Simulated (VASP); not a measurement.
# WC (NiAs type) (P6_3/mmc) in VASP: relaxation of cell and atoms with PBE

Aim: the relaxation of cell and atoms of WC (NiAs type) with PBE.

Everything below comes from runs of VASP 6.6.1. Logs are shortened: lines on timing, memory, paths and dates and some standing lists are left out, and cuts for length are marked.

**1. The cell of the first run**

It takes space group P6_3/mmc (No. 194, hexagonal). Conventional cell: a = 2.798 Å, b = 2.798 Å, c = 4.337 Å, α = 90.00°, β = 90.00°, γ = 120.00°. W (site symmetry -3m) has 6 C at 1.95 Å and 2 W at 2.17 Å within 2.6 Å. C (site symmetry -6m2) has 6 W at 1.95 Å within 2.6 Å.

**2. Relaxation of cell and atoms, PBE, target pressure 280 GPa, at which the enthalpy is minimised**

INCAR

```
SYSTEM = WC
  PREC = Accurate
  ENCUT = 600
  EDIFF = 1E-7
  ISMEAR = -1
  SIGMA = 0.08
  LREAL = .False.
  LASPH = .True.
  NELM = 80
  ALGO = Normal
  ISIF = 3
  LWAVE = .False.
  LCHARG = .False.
  GGA = PE
  IBRION = 2
  NSW = 60
  EDIFFG = -0.005
  PSTRESS = 2800.0
```

KPOINTS

```
regular mesh
0
Gamma
  11 11 7
  0 0 0
```

POSCAR

```
WC
1.0
    2.7983849464      0.0000000000      0.0000000000
   -1.3991924732      2.4234724532      0.0000000000
    0.0000000000      0.0000000000      4.3374966669
W C
2 2
Direct
    0.0000000000      0.0000000000      0.0000000000
    0.0000000000      0.0000000000      0.5000000000
    0.3333333333      0.6666666667      0.2500000000
    0.6666666667      0.3333333333      0.7500000000
```

Potentials or basis: VASP PAW PBE potentials, release 64 (W_sv, C).

Run with:

```
> cat potpaw_PBE.64/W_sv/POTCAR potpaw_PBE.64/C/POTCAR > POTCAR
> mpirun -np 1 vasp_std > vasp.out
```

OUTCAR:

```text
SYSTEM = WC
   PREC = Accurate
   ENCUT = 600
   EDIFF = 1E-7
   ISMEAR = -1
   LREAL = .False.
   LASPH = .True.
   NELM = 80
   ISIF = 3
   GGA = PE
   IBRION = 2
   NSW = 60
   EDIFFG = -0.005
   PSTRESS = 2800.0

 ion  position               nearest neighbor table
   1  0.000  0.000  0.000-   3 1.95   4 1.95   4 1.95   3 1.95   4 1.95   3 1.95   2 2.17   2 2.17

   2  0.000  0.000  0.500-   3 1.95   4 1.95   4 1.95   3 1.95   4 1.95   3 1.95   1 2.17   1 2.17

   3  0.333  0.667  0.250-   1 1.95   2 1.95   1 1.95   2 1.95   1 1.95   2 1.95
   4  0.667  0.333  0.750-   1 1.95   2 1.95   1 1.95   2 1.95   1 1.95   2 1.95

  LATTYP: Found a hexagonal cell.
 ALAT       =     2.7983849464
 C/A-ratio  =     1.5500000000

  Lattice vectors:

 A1 = (   2.7983849464,   0.0000000000,   0.0000000000)
 A2 = (  -1.3991924732,   2.4234724532,   0.0000000000)
 A3 = (   0.0000000000,   0.0000000000,   4.3374966669)

Analysis of symmetry for initial positions (statically):
=====================================================================
 Subroutine PRICEL returns:
 Original cell was already a primitive cell.

 Routine SETGRP: Setting up the symmetry group for a
 hexagonal supercell.

 Subroutine GETGRP returns: Found 24 space group operations
 (whereof 12 operations were pure point group operations)
 out of a pool of 24 trial point group operations.

The static configuration has the point symmetry D_3d.
 The point group associated with its full space group is D_6h.

Analysis of symmetry for dynamics (positions and initial velocities):
=====================================================================
 Subroutine PRICEL returns:
 Original cell was already a primitive cell.

 Routine SETGRP: Setting up the symmetry group for a
 hexagonal supercell.

 Subroutine GETGRP returns: Found 24 space group operations
 (whereof 12 operations were pure point group operations)
 out of a pool of 24 trial point group operations.

The dynamic configuration has the point symmetry D_3d.
 The point group associated with its full space group is D_6h.

 Subroutine INISYM returns: Found 24 space group operations
 (whereof 12 operations are pure point group operations),
 and found     1 'primitive' translations

----------------------------------------------------------------------------------------
[... 112 lines left out ...]
   ISMEAR =    -1;   SIGMA  =   0.08  broadening in eV -4-tet -1-fermi 0-gaus
   EFERMI_NEDOS =   21; number of points for ismear=-14 and -15
   IALGO  =     38    algorithm
   IMIX   =      4    mixing-type and parameters
     AMIX     =   0.40;   BMIX     =  1.00
     AMIX_MAG =   1.60;   BMIX_MAG =  1.00
  volume/ion in A,a.u.               =       7.35        49.63
  Fermi-wavevector in a.u.,A,eV,Ry     =   1.751113  3.309123 41.720846  3.066396
  Thomas-Fermi vector in A             =   2.821701
   LORBIT       =      0    0 simple, 1 ext, 2 COOP (PROOUT), +10 PAW based schemes
   GGA     = PE    functional components
   LHFCALC =     F    Hartree Fock is set to
   AEXX    =    0.0000 exact exchange contribution
   IVDW    =     0    specifies the selected vdW correction
   LEPSILON=     F    determine dielectric tensor
   LRPA    =     F    only Hartree local field effects (RPA)
 conjugate gradient relaxation of ions
 non-spin polarized calculation
  energy-cutoff  :      600.00
  volume of cell :       29.42
 maximum number of plane-waves:      1008
 NGX is ok and might be reduce to    24
   NGX = 11   NGY = 11   NGZ = 17

--------------------------------------- Ionic step        1  -------------------------------------------

 number of electron      35.9999999 magnetization

 Free energy of the ion-electron system (eV)
  ---------------------------------------------------
  ext. energy  EPLUGINS =         0.00000000
  ---------------------------------------------------
  free energy    TOTEN  =       -29.95689933 eV

  energy without entropy =      -29.93848657  energy(sigma->0) =      -29.94769295

------------------------ aborting loop because EDIFF is reached ----------------------------------------

  FORCE on cell =-STRESS in cart. coord.  units (eV):
  Direction    XX          YY          ZZ          XY          YZ          ZX
  --------------------------------------------------------------------------------------
  -------------------------------------------------------------------------------------
  Total       47.6980972     47.6980972     98.8584160      0.0000000      0.0000000      0.0000000
  in kB     2597.9269748   2597.9269749   5384.4274822      0.0000000      0.0000000      0.0000000
  external PRESSURE =     726.7604773 kB  Pullay stress =    2800.0000000 kB
[... 103 lines left out ...]
  energy  without entropy=      -40.9400449187  energy(sigma->0) =      -40.94963076

  enthalpy is  TOTEN    =        18.7266885727 eV   P V=       59.6859051814

[... ionic steps 4 to 13 ...]

--------------------------------------- Ionic step       14  -------------------------------------------

 number of electron      36.0000007 magnetization

------------------------ aborting loop because EDIFF is reached ----------------------------------------
[... 75 lines left out ...]
--------------------------------------- Ionic step       16  -------------------------------------------

 number of electron      36.0000007 magnetization

 Free energy of the ion-electron system (eV)
  ---------------------------------------------------
  ext. energy  EPLUGINS =         0.00000000
  ---------------------------------------------------
  free energy    TOTEN  =       -35.91669123 eV

  energy without entropy =      -35.89880166  energy(sigma->0) =      -35.90774644

 E-fermi :  16.4643     XC(G=0): -15.7508

 val. band max:       16.4580943861   @ k =   0.4545  -0.0000   0.0000
 cond. band min:      16.4768771298   @ k =   0.0909   0.0909   0.1429
 fundamental gap:      0.0187827437
 Fermi energy:        16.4642867293

 k-point     1 :       0.0000    0.0000    0.0000
  band No.  band energies     occupation
      1     -57.0534      2.00000
      2     -56.9316      2.00000
      3     -22.8843      2.00000
      4     -21.1133      2.00000
      5     -20.4494      2.00000
      6     -20.4494      2.00000
[... 589 lines left out ...]
     21      20.4863      0.00000
     22      21.2800      0.00000

 [... further k-points ...]

------------------------ aborting loop because EDIFF is reached ----------------------------------------

  FORCE on cell =-STRESS in cart. coord.  units (eV):
  Direction    XX          YY          ZZ          XY          YZ          ZX
  --------------------------------------------------------------------------------------
  -------------------------------------------------------------------------------------
  Total       52.0932122     52.0932122     52.0969506      0.0000000      0.0000000      0.0000000
  in kB     2800.0488535   2800.0488538   2800.2497958      0.0000000      0.0000000      0.0000000
  external PRESSURE =       0.1158344 kB  Pullay stress =    2800.0000000 kB
[... 23 lines left out ...]
  energy  without entropy=      -35.8988016577  energy(sigma->0) =      -35.90774644

  enthalpy is  TOTEN    =        16.1756120847 eV   P V=       52.0923033169

 reached required accuracy - stopping structural energy minimisation
```

CONTCAR:

```text
WC
   1.00000000000000
     2.5596349544326435   -0.0000000000000000   -0.0000000000000000
    -1.2798174772163218    2.2167088950893916   -0.0000000000000000
     0.0000000000000000   -0.0000000000000000    5.2533872466318430
  W               C
     2     2
Direct
     0.0000000000000000    0.0000000000000000    0.0000000000000000
     0.0000000000000000    0.0000000000000000    0.5000000000000000
     0.3333333332999970    0.6666666667000030    0.2500000000000000
     0.6666666667000030    0.3333333332999970    0.7500000000000000

  0.00000000E+00  0.00000000E+00  0.00000000E+00
  0.00000000E+00  0.00000000E+00  0.00000000E+00
  0.00000000E+00  0.00000000E+00  0.00000000E+00
  0.00000000E+00  0.00000000E+00  0.00000000E+00
```

Run time: 9.7 min. Hardware: 1 thread of Intel Xeon Platinum 8488C (Sapphire Rapids), shared host; peak memory 0.2 GiB.

Results:

* Free energy: -35.9167 eV
* Relaxed volume: 7.45 Å³/atom
* Relaxed cell: a = 2.560 Å, b = 2.560 Å, c = 5.253 Å, α = 90.00°, β = 90.00°, γ = 120.00°
* Space group after relaxing (to 0.1 Å): P6_3/mmc (No. 194)
* Energy change on relaxing (the run minimises the enthalpy): -1489.9 meV/atom
* Ionic steps: 16
* Pressure after relaxing: 280.0 GPa
* Band gap on the k mesh: zero (bands 18 and 19 overlap by 1.08 eV)

Step by step:
```
step  energy change (eV)  largest force (eV/Å)  pressure (GPa)  volume (Å³)
   1              0.0000                0.0000          352.68        29.42
   2            -10.7388                0.0000            4.65        42.20
   3            -11.0023                0.0000          136.58        34.15
   4             -9.3208                0.0000          175.36        33.00
   5             23.2303                0.0000          783.75        23.38
   6             -7.7285                0.0000          233.65        30.92
   7             -7.1401                0.0000          247.64        30.53
   8             -6.9222                0.0000          252.54        30.40
   9             -1.9300                0.0000          383.22        27.99
  10             -6.0730                0.0000          277.05        29.87
  11             -6.0081                0.0000          278.87        29.84
  12             -5.9884                0.0000          279.41        29.82
  13             -5.9143                0.0000          281.14        29.78
  14             -5.9456                0.0000          280.42        29.80
  15             -5.9928                0.0000          279.09        29.83
  16             -5.9598                0.0000          280.01        29.81
```

Final structure:
```xyz
4
Lattice="2.5596 0.0000 0.0000 -1.2798 2.2167 0.0000 0.0000 0.0000 5.2534" Properties=species:S:1:pos:R:3 pbc="T T T"
W     0.0000    0.0000    0.0000
W     0.0000    0.0000    2.6267
C     0.0000    1.4778    1.3133
C     1.2798    0.7389    3.9400
```

Caveat: the cell is relaxed towards a set pressure, so the run minimises the enthalpy, not the energy; a cell axis changed by over 15 % at a fixed basis, so the end point is rough; spin-orbit coupling is left out, which moves the levels of the heavy elements.
